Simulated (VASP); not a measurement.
# MgO (Fm-3m) in VASP: settings compared

Aim: see how the results for MgO move with the level of theory and the settings. Levels: LDA, r2SCAN+D3(BJ), r2SCAN. Tasks: single point.

Program: VASP 6.6.1. These are calculated values, not measurements. Logs are shortened: lines on timing, memory, paths and dates and some standing lists are left out, and cuts for length are marked.

### 1 The cell of the first run

Symmetry: Fm-3m, No. 225, cubic system. The conventional cell has a = 4.254 Å, b = 4.254 Å, c = 4.254 Å, α = 90.00°, β = 90.00°, γ = 90.00°. Within 2.8 Å of Mg (site symmetry m-3m) lie 6 O at 2.13 Å. O (site symmetry m-3m) has 6 Mg at 2.13 Å within 2.8 Å.

### 2 Single point, LDA

File INCAR:

```
PREC = Accurate ; ENCUT = 600
EDIFF = 1E-6 ; ISMEAR = 0
SIGMA = 0.02 ; LREAL = False
LASPH = True ; NELM = 120
ALGO = Normal ; ISIF = 2
LWAVE = False ; LCHARG = True
GGA = CA ; LELF = True
LVHAR = True ; NBANDS = 11
GGA_COMPAT = False
```

File KPOINTS:

```
regular mesh
0
Gamma
  10 10 10
```

File POSCAR:

```
MgO
1.0
    0.0000000000      2.1268522620      2.1268522620
    2.1268522620      0.0000000000      2.1268522620
    2.1268522620      2.1268522620      0.0000000000
Mg O
1 1
Direct
    0.0000000000      0.0000000000      0.0000000000
    0.5000000000      0.5000000000      0.5000000000
```

Potentials or basis: VASP PAW LDA potentials, release 64 (Mg, O).

Started as:

```console
$ cat potpaw_LDA.64/Mg/POTCAR potpaw_LDA.64/O/POTCAR > POTCAR
$ mpirun -np 1 vasp_std > vasp.out
```

OUTCAR:

```text
PREC = Accurate
   ENCUT = 600
   EDIFF = 1E-6
   ISMEAR = 0
   LREAL = False
   LASPH = True
   NELM = 120
   ISIF = 2
   GGA = CA

 ion  position               nearest neighbor table
   1  0.000  0.000  0.000-   2 2.13   2 2.13   2 2.13   2 2.13   2 2.13   2 2.13
   2  0.500  0.500  0.500-   1 2.13   1 2.13   1 2.13   1 2.13   1 2.13   1 2.13

  LATTYP: Found a face centered cubic cell.
 ALAT       =     4.2537045240

  Lattice vectors:

 A1 = (   0.0000000000,   2.1268522620,   2.1268522620)
 A2 = (   2.1268522620,   0.0000000000,   2.1268522620)
 A3 = (   2.1268522620,   2.1268522620,   0.0000000000)

Analysis of symmetry for initial positions (statically):
=====================================================================
 Subroutine PRICEL returns:
 Original cell was already a primitive cell.

 Routine SETGRP: Setting up the symmetry group for a
 face centered cubic supercell.

 Subroutine GETGRP returns: Found 48 space group operations
 (whereof 48 operations were pure point group operations)
 out of a pool of 48 trial point group operations.

The static configuration has the point symmetry O_h .

Analysis of symmetry for dynamics (positions and initial velocities):
=====================================================================
 Subroutine PRICEL returns:
 Original cell was already a primitive cell.

 Routine SETGRP: Setting up the symmetry group for a
 face centered cubic supercell.

 Subroutine GETGRP returns: Found 48 space group operations
 (whereof 48 operations were pure point group operations)
 out of a pool of 48 trial point group operations.

The dynamic configuration has the point symmetry O_h .

 Subroutine INISYM returns: Found 48 space group operations
 (whereof 48 operations are pure point group operations),
 and found     1 'primitive' translations

----------------------------------------------------------------------------------------

                                     Primitive cell

  volume of cell :      19.2416

  direct lattice vectors                    reciprocal lattice vectors
     0.000000000  2.126852262  2.126852262    -0.235089202  0.235089202  0.235089202
     2.126852262  0.000000000  2.126852262     0.235089202 -0.235089202  0.235089202
     2.126852262  2.126852262  0.000000000     0.235089202  0.235089202 -0.235089202

  length of vectors
     3.007823314  3.007823314  3.007823314     0.407186441  0.407186441  0.407186441

  position of ions in fractional coordinates (direct lattice)
     0.000000000  0.000000000  0.000000000
     0.500000000  0.500000000  0.500000000

  ion indices of the primitive-cell ions
   primitive index   ion index
                 1           1
                 2           2

----------------------------------------------------------------------------------------

 KPOINTS: regular mesh

Automatic generation of k-mesh.
 Grid dimensions read from file:
 generate k-points for:   10   10   10

 Generating k-lattice:

  Cartesian coordinates                     Fractional coordinates (reciprocal lattice)
    -0.023508920  0.023508920  0.023508920     0.100000000  0.000000000  0.000000000
     0.023508920 -0.023508920  0.023508920     0.000000000  0.100000000  0.000000000
     0.023508920  0.023508920 -0.023508920     0.000000000  0.000000000  0.100000000

  Length of vectors
     0.040718644  0.040718644  0.040718644

  Shift w.r.t. Gamma in fractional coordinates (k-lattice)
     0.000000000  0.000000000  0.000000000

 Subroutine IBZKPT returns following result:
 ===========================================

 Found     47 irreducible k-points:

 Following reciprocal coordinates:
            Coordinates               Weight
  0.000000  0.000000  0.000000      1.000000
  0.100000  0.000000  0.000000      8.000000
  0.200000  0.000000  0.000000      8.000000
  0.300000  0.000000  0.000000      8.000000
  0.400000  0.000000  0.000000      8.000000
  0.500000  0.000000  0.000000      4.000000
[... 16 lines left out ...]
  0.300000  0.300000  0.000000      6.000000
  0.400000  0.300000  0.000000     24.000000
 [... further k-points ...]
   k-points           NKPTS =     47   k-points in BZ     NKDIM =     47   number of bands    NBANDS=     11
   number of dos      NEDOS =    301   number of ions     NIONS =      2
   total plane-waves  NPLWV =  13824
   dimension x,y,z NGX =    24 NGY =   24 NGZ =   24
   dimension x,y,z NGXF=    48 NGYF=   48 NGZF=   48
   ions per type =               1   1
   NGX,Y,Z   is equivalent  to a cutoff of  13.27, 13.27, 13.27 a.u.
   NGXF,Y,Z  is equivalent  to a cutoff of  26.53, 26.53, 26.53 a.u.
 SYSTEM =  unknown system
   PREC   = accura    normal or accurate (medium, high low for compatibility)
   ISTART =      0    job   : 0-new  1-cont  2-samecut
   ICHARG =      2    charge: 1-file 2-atom 10-const
   ISPIN  =      1    spin polarized calculation?
   LNONCOLLINEAR =      F non collinear calculations
   LSORBIT =      F    spin-orbit coupling
   LASPH  =      T    aspherical Exc in radial PAW
   ENCUT  =  600.0 eV  44.10 Ry    6.64 a.u.   6.01  6.01  6.01*2*pi/ulx,y,z
   NELM   =    120;   NELMIN=  2; NELMDL= -5     # of ELM steps
   EDIFF  = 0.1E-05   stopping-criterion for ELM
   LREAL  =      F    real-space projection
   EDIFFG = 0.1E-04   stopping-criterion for IOM
   NSW    =      0    number of steps for IOM
   IBRION =     -1    ionic relax: 0-MD 1-quasi-New 2-CG
   NFREE  =      0    steps in history (QN), initial steepest desc. (CG)
   ISIF   =      2    stress and relaxation
   ISYM   =      2    0-nonsym 1-usesym 2-fastsym
   POTIM  = 0.5000    time-step for ionic-motion
   TEBEG  =    0.0;   TEEND  =   0.0 temperature during run
   PSTRESS=    0.0 pullay stress
   NELECT =       8.0000    total number of electrons
   NUPDOWN=      -1.0000    fix difference up-down
   EMIN   =  10.00;   EMAX   =-10.00  energy-range for DOS
   EFERMI =   0.00;   METHOD = LEGACY
   ISMEAR =     0;   SIGMA  =   0.02  broadening in eV -4-tet -1-fermi 0-gaus
   EFERMI_NEDOS =   21; number of points for ismear=-14 and -15
   IALGO  =     38    algorithm
   IMIX   =      4    mixing-type and parameters
     AMIX     =   0.40;   BMIX     =  1.00
     AMIX_MAG =   1.60;   BMIX_MAG =  1.00
  volume/ion in A,a.u.               =       9.62        64.92
  Fermi-wavevector in a.u.,A,eV,Ry     =   1.221868  2.308995 20.312962  1.492961
  Thomas-Fermi vector in A             =   2.357035
   LORBIT       =      0    0 simple, 1 ext, 2 COOP (PROOUT), +10 PAW based schemes
   GGA     = CA    functional components
   LHFCALC =     F    Hartree Fock is set to
   AEXX    =    0.0000 exact exchange contribution
   IVDW    =     0    specifies the selected vdW correction
   LEPSILON=     F    determine dielectric tensor
   LRPA    =     F    only Hartree local field effects (RPA)
 non-spin polarized calculation
 Gauss-broadening in eV      SIGMA  =   0.02
  energy-cutoff  :      600.00
  volume of cell :       19.24
 maximum number of plane-waves:       656
   NGX = 13   NGY = 13   NGZ = 13

 number of electron       8.0000004 magnetization

 Free energy of the ion-electron system (eV)
  ---------------------------------------------------
  ext. energy  EPLUGINS =         0.00000000
  ---------------------------------------------------
  free energy    TOTEN  =       -13.39421861 eV

  energy without entropy =      -13.39421861  energy(sigma->0) =      -13.39421861

 E-fermi :   2.8483     XC(G=0): -11.4500

 val. band max:        2.6578091364   @ k =   0.0000   0.0000   0.0000
 cond. band min:       7.0334404475   @ k =   0.0000   0.0000   0.0000
 fundamental gap:      4.3756313111
 Fermi energy:         2.8482982226

 k-point     1 :       0.0000    0.0000    0.0000
  band No.  band energies     occupation
      1     -14.1914      2.00000
      2       2.6578      2.00000
      3       2.6578      2.00000
      4       2.6578      2.00000
      5       7.0334      0.00000
      6      18.0247      0.00000
      7      18.0247      0.00000
      8      18.0247      0.00000
      9      21.9730      0.00000
     10      23.5801      0.00000
     11      23.5801      0.00000

 k-point     2 :       0.1000    0.0000    0.0000
  band No.  band energies     occupation
      1     -14.0867      2.00000
      2       2.0032      2.00000
      3       2.5925      2.00000
      4       2.5925      2.00000
      5       7.6618      0.00000
      6      16.8065      0.00000
      7      18.2524      0.00000
      8      18.2524      0.00000
      9      22.7799      0.00000
     10      22.7799      0.00000
     11      23.5310      0.00000

 k-point     3 :       0.2000    0.0000    0.0000
  band No.  band energies     occupation
      1     -13.7987      2.00000
      2       0.6942      2.00000
      3       2.4266      2.00000
      4       2.4266      2.00000
      5       8.8422      0.00000
      6      15.3031      0.00000
      7      18.6900      0.00000
      8      18.6900      0.00000
      9      22.0761      0.00000
     10      22.0761      0.00000
     11      24.1193      0.00000

 k-point     4 :       0.3000    0.0000    0.0000
  band No.  band energies     occupation
      1     -13.4090      2.00000
      2      -0.6080      2.00000
      3       2.2318      2.00000
      4       2.2318      2.00000
      5       9.7746      0.00000
      6      14.5764      0.00000
      7      18.7333      0.00000
      8      18.7333      0.00000
      9      22.5369      0.00000
     10      22.5369      0.00000
     11      23.4932      0.00000
[... 239 lines left out ...]
 k-point    22 :      -0.2000    0.2000    0.0000
  band No.  band energies     occupation
      1     -13.2928      2.00000
      2      -0.4121      2.00000
      3       1.3395      2.00000
      4       2.2307      2.00000
      5      10.6994      0.00000
      6      14.1936      0.00000
      7      17.1425      0.00000
      8      19.7637      0.00000
      9      20.6463      0.00000
     10      23.3659      0.00000
     11      26.5945      0.00000

 k-point    23 :       0.3000    0.3000    0.0000
  band No.  band energies     occupation
      1     -13.2067      2.00000
      2      -0.4573      2.00000
      3       1.7331      2.00000
      4       1.7331      2.00000
      5      11.0626      0.00000
      6      12.8062      0.00000
      7      16.4689      0.00000
      8      19.9358      0.00000
      9      19.9358      0.00000
     10      26.1750      0.00000
     11      29.1250      0.00000

 k-point    24 :       0.4000    0.3000    0.0000
  band No.  band energies     occupation
      1     -12.9598      2.00000
      2      -0.8747      2.00000
      3       1.3714      2.00000
      4       1.5887      2.00000
      5      11.7665      0.00000
      6      12.5279      0.00000
      7      15.6758      0.00000
      8      20.1377      0.00000
      9      20.3440      0.00000
     10      26.8737      0.00000
     11      28.7682      0.00000

 [... further k-points ...]

------------------------ aborting loop because EDIFF is reached ----------------------------------------

  FORCE on cell =-STRESS in cart. coord.  units (eV):
  Direction    XX          YY          ZZ          XY          YZ          ZX
  --------------------------------------------------------------------------------------
  -------------------------------------------------------------------------------------
  Total       -1.4434569     -1.4434569     -1.4434569      0.0000000      0.0000000      0.0000000
  in kB     -120.1911382   -120.1911382   -120.1911382      0.0000000      0.0000000      0.0000000
  external PRESSURE =    -120.1911382 kB  Pullay stress =       0.0000000 kB

 VOLUME and BASIS-vectors are now :
 -----------------------------------------------------------------------------
  energy-cutoff  :      600.00
  volume of cell :       19.24
      direct lattice vectors                 reciprocal lattice vectors
     0.000000000  2.126852262  2.126852262    -0.235089202  0.235089202  0.235089202
     2.126852262  0.000000000  2.126852262     0.235089202 -0.235089202  0.235089202
     2.126852262  2.126852262  0.000000000     0.235089202  0.235089202 -0.235089202

 POSITION                                       TOTAL-FORCE (eV/Angst)
 -----------------------------------------------------------------------------------
      0.00000      0.00000      0.00000        -0.000000      0.000000     -0.000000
      2.12685      2.12685      2.12685         0.000000      0.000000      0.000000
 -----------------------------------------------------------------------------------
    total drift:                               -0.000000     -0.000000      0.000000

  FREE ENERGIE OF THE ION-ELECTRON SYSTEM (eV)
  ---------------------------------------------------
  free  energy   TOTEN  =       -13.3942186148 eV

  energy  without entropy=      -13.3942186148  energy(sigma->0) =      -13.39421861
```

It took 14 s on 1 thread of Intel Xeon 8259CL, shared host; peak memory 0.14 GiB.

What came out:

| Property | Result |
| --- | --- |
| Free energy | -13.3942 eV |
| Pressure | -12.0 GPa |
| Band gap on the k mesh | 4.38 eV |

Caveat: the cell stands under tension.

### 3 Single point, r2SCAN+D3(BJ)

POSCAR is that of step 2.

File INCAR.step1:

```
SYSTEM = MgO
PREC = Accurate ; ENCUT = 660
ISMEAR = 0 ; SIGMA = 0.02
LREAL = .FALSE. ; LASPH = .TRUE.
NELM = 120 ; NBANDS = 11
GGA = PE ; ALGO = Normal
EDIFF = 1E-5 ; LWAVE = .TRUE.
LCHARG = .FALSE. ; GGA_COMPAT = .FALSE.
```

File INCAR.step2:

```
SYSTEM = MgO
PREC = Accurate ; ENCUT = 660
EDIFF = 1E-6 ; ISMEAR = 0
SIGMA = 0.02 ; LREAL = .FALSE.
LASPH = .TRUE. ; NELM = 120
ALGO = Normal ; ISIF = 2
LWAVE = .FALSE. ; LCHARG = .FALSE.
METAGGA = R2SCAN ; LMIXTAU = .TRUE.
IVDW = 12 ; VDW_S6 = 1.0
VDW_S8 = 0.78981345 ; VDW_A1 = 0.49484001
VDW_A2 = 5.73083694 ; NBANDS = 11
ISTART = 1 ; GGA_COMPAT = .FALSE.
```

File KPOINTS:

```
regular mesh
0
G
  10 10 10
  0 0 0
```

Potentials or basis: VASP PAW PBE potentials, release 64 (Mg, O).

Started as:

```console
$ cat potpaw_PBE.64/Mg/POTCAR potpaw_PBE.64/O/POTCAR > POTCAR
$ cp INCAR.step1 INCAR
$ mpirun -np 1 vasp_std > vasp.out
$ cp INCAR.step2 INCAR
$ mpirun -np 1 vasp_std > vasp.out
```

Run time: 1.8 min. Hardware: 1 thread of Intel Xeon 8259CL, shared host; peak memory 0.18 GiB.

It converged, with:

| Item | Value |
| --- | --- |
| Free energy | -16.4215 eV |
| Pressure | -9.1 GPa |
| Band gap on the k mesh | 5.31 eV |
| Dispersion energy per atom | -0.135 eV |

Levels at points of the mesh, in eV from the valence-band top:
| k point | band 2 | band 3 | band 4 | band 5 | band 6 | band 7 |
| --- | --- | --- | --- | --- | --- | --- |
| (0.00, 0.00, 0.00) | 0.00 | 0.00 | 0.00 | 5.31 | 16.66 | 16.66 |
| (0.50, 0.00, 0.00) | -4.48 | -0.64 | -0.64 | 8.61 | 13.46 | 17.12 |
| (0.50, 0.50, 0.00) | -3.98 | -1.33 | -1.33 | 9.99 | 10.74 | 13.96 |

Caveat: the cell stands under tension; the PAW data sets were made with another functional, which shifts forces and pressure a little.

### 4 Single point, r2SCAN

POSCAR is that of step 3.

File INCAR.step1:

```
SYSTEM = MgO
ALGO = Normal
EDIFF = 1E-5
ENCUT = 660
GGA = PE
GGA_COMPAT = .False.
ISMEAR = 0
LASPH = .True.
LCHARG = .False.
LREAL = .False.
LWAVE = .True.
NBANDS = 11
NELM = 120
PREC = Accurate
SIGMA = 0.02
```

File INCAR.step2:

```
SYSTEM = MgO
ALGO = Normal
EDIFF = 1E-6
ENCUT = 660
GGA_COMPAT = .False.
ISIF = 2
ISMEAR = 0
ISTART = 1
LASPH = .True.
LCHARG = .False.
LMIXTAU = .True.
LREAL = .False.
LWAVE = .False.
METAGGA = R2SCAN
NBANDS = 11
NELM = 120
PREC = Accurate
SIGMA = 0.02
```

File KPOINTS:

```
k-points
0
Gamma
  10 10 10
  0 0 0
```

Started as:

```console
$ cat potpaw_PBE.64/Mg/POTCAR potpaw_PBE.64/O/POTCAR > POTCAR
$ cp INCAR.step1 INCAR
$ mpirun -np 1 vasp_std > vasp.out
$ cp INCAR.step2 INCAR
$ mpirun -np 1 vasp_std > vasp.out
```

Wall time 2 min (1 thread of Intel Xeon 8259CL, shared host); peak memory 0.17 GiB.

The run converged. Its results:

| Quantity | Value |
| --- | --- |
| Free energy | -16.1517 eV |
| Pressure | -6.8 GPa |
| Band gap on the k mesh | 5.31 eV |

Levels at points of the mesh, in eV from the valence-band top:
```csv
k point,band 1,band 2,band 3,band 4,band 5,band 6,band 7,band 8,band 9
"(0.00, 0.00, 0.00)",-18.05,0.00,0.00,0.00,5.31,16.66,16.66,16.66,20.73
"(0.50, 0.00, 0.00)",-16.88,-4.48,-0.64,-0.64,8.61,13.46,17.12,17.12,21.92
"(0.50, 0.50, 0.00)",-16.64,-3.98,-1.33,-1.33,9.99,10.74,13.96,19.91,19.91
```

Caveat: the cell stands under tension; the PAW data sets were made with another functional, which shifts forces and pressure a little.

### 5 Single point, r2SCAN

POSCAR is that of step 4.

File INCAR.step1:

```
ALGO     = Normal         # electronic algorithm
EDIFF    = 1E-5           # SCF threshold, eV
ENCUT    = 750            # plane-wave cutoff, eV
GGA      = PE             # functional
GGA_COMPAT= False        
ISMEAR   = 0              # smearing method
LASPH    = True           # aspherical terms in the spheres
LCHARG   = False          # write CHGCAR
LREAL    = False          # projectors in reciprocal space
LWAVE    = True           # write WAVECAR
NBANDS   = 15             # bands
NELM     = 120            # most SCF steps
PREC     = Accurate       # precision mode
SIGMA    = 0.02           # smearing width, eV
```

File INCAR.step2:

```
ALGO     = Normal         # electronic algorithm
EDIFF    = 1E-6           # SCF threshold, eV
ENCUT    = 750            # plane-wave cutoff, eV
GGA_COMPAT= False        
ISIF     = 2              # what is computed and relaxed
ISMEAR   = 0              # smearing method
ISTART   = 1            
LASPH    = True           # aspherical terms in the spheres
LCHARG   = False          # write CHGCAR
LMIXTAU  = True         
LREAL    = False          # projectors in reciprocal space
LWAVE    = False          # write WAVECAR
METAGGA  = R2SCAN         # meta-GGA
NBANDS   = 15             # bands
NELM     = 120            # most SCF steps
PREC     = Accurate       # precision mode
SIGMA    = 0.02           # smearing width, eV
```

File KPOINTS:

```
k-points
0
Gamma
  10 10 10
```

Potentials or basis: VASP PAW PBE potentials, release 64 (Mg_sv, O).

Started as:

```console
$ cat potpaw_PBE.64/Mg_sv/POTCAR potpaw_PBE.64/O/POTCAR > POTCAR
$ cp INCAR.step1 INCAR
$ mpirun -np 1 vasp_std > vasp.out
$ cp INCAR.step2 INCAR
$ mpirun -np 1 vasp_std > vasp.out
```

It took 81 s on 1 thread of AMD EPYC 7R13 (Zen 3), shared host; peak memory 0.14 GiB.

Results (log left out):

* Free energy: -16.1555 eV
* Pressure: -5.4 GPa
* Band gap on the k mesh: 5.36 eV

Levels at points of the mesh, in eV from the valence-band top:
| k point | band 4 | band 5 | band 6 | band 7 | band 8 | band 9 | band 10 | band 11 | band 12 | band 13 |
| --- | --- | --- | --- | --- | --- | --- | --- | --- | --- | --- |
| (0.00, 0.00, 0.00) | -40.18 | -18.04 | 0.00 | 0.00 | 0.00 | 5.36 | 16.69 | 16.69 | 16.69 | 20.71 |
| (0.50, 0.00, 0.00) | -40.18 | -16.84 | -4.47 | -0.64 | -0.64 | 8.63 | 13.50 | 17.20 | 17.20 | 22.05 |
| (0.50, 0.50, 0.00) | -40.20 | -16.64 | -3.95 | -1.32 | -1.32 | 10.00 | 10.83 | 13.99 | 19.99 | 19.99 |

Caveat: the cell stands under tension; the PAW data sets were made with another functional, which shifts forces and pressure a little.

### 6 The runs side by side

| level | potentials or basis | cutoff (eV) | mended | gap on the mesh (eV) | pressure (GPa) |
| --- | --- | --- | --- | --- | --- |
| LDA | VASP PAW LDA potentials, release 64 (Mg, O) | 600 | - | 4.38 | -12.0 |
| r2SCAN+D3(BJ) | VASP PAW PBE potentials, release 64 (Mg, O) | 660 | - | 5.31 | -9.1 |
| r2SCAN | VASP PAW PBE potentials, release 64 (Mg, O) | 660 | - | 5.31 | -6.8 |
| r2SCAN | VASP PAW PBE potentials, release 64 (Mg_sv, O) | 750 | yes | 5.36 | -5.4 |

Alike in all rows: task single point; no spin polarisation; cell as given; k mesh 10 × 10 × 10; smearing gaussian 0.02 eV.

Caveats: the cell stands under tension; the PAW data sets were made with another functional, which shifts forces and pressure a little (at least some runs).

Total energies depend on the potentials used, so only differences within one code and one set of settings carry meaning.
